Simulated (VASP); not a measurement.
Wanted: the native input for a VASP 6.6.1 run.

- Task: single point
- Functional: PBE
- Potentials or basis: VASP PAW PBE potentials, release 64 (Ti_sv, Pd, C, N)
- Cutoff: 520 eV
- k mesh: 6 × 6 × 6
- Occupations: gaussian, width 0.02 eV
- Spin: no spin polarisation
- Dipole correction: no
- Further INCAR settings: ALGO = Normal; EDIFF = 1e-06; NBANDS = 40

The structure of TiPdC4N4 lies in POSCAR:

```
TiPdC4N4
1.0
    5.8964585033      0.0000000000      0.0000000000
    0.0000000000      5.8964585033      0.0000000000
    0.0000000000      0.0000000000      5.8964585033
Ti Pd C N
1 1 4 4
Direct
    0.5000000000      0.5000000000      0.5000000000
    0.0000000000      0.0000000000      0.0000000000
    0.1947302953      0.1947302953      0.1947302953
    0.1947302953      0.8052697047      0.8052697047
    0.8052697047      0.1947302953      0.8052697047
    0.8052697047      0.8052697047      0.1947302953
    0.3117919988      0.3117919988      0.3117919988
    0.3117919988      0.6882080012      0.6882080012
    0.6882080012      0.3117919988      0.6882080012
    0.6882080012      0.6882080012      0.3117919988
```

These files were run (other wordings do the same):

INCAR

```
ALGO = Normal
EDIFF = 1E-6
ENCUT = 520
GGA = PE
ISIF = 2
ISMEAR = 0
LASPH = True
LCHARG = False
LREAL = False
LWAVE = False
NBANDS = 40
NELM = 100
PREC = Accurate
SIGMA = 0.02
```

KPOINTS

```
k-points
0
Gamma
  6 6 6
```

Potentials or basis: VASP PAW PBE potentials, release 64 (Ti_sv, Pd, C, N).

Run with:

```console
$ cat potpaw_PBE.64/Ti_sv/POTCAR potpaw_PBE.64/Pd/POTCAR potpaw_PBE.64/C/POTCAR potpaw_PBE.64/N/POTCAR > POTCAR
$ mpirun -np 1 vasp_std > vasp.out
```

It gave:

```json
{"Pressure": "0.2 GPa", "Largest force": "0.272 eV/Å", "Band gap on the k mesh": "0.98 eV (least direct gap 1.02 eV)"}
```

It took 2.2 min on 1 thread of Intel(R) Xeon(R) Platinum 8488C (Sapphire Rapids), with other jobs on the host, peak memory 0.42 GiB.
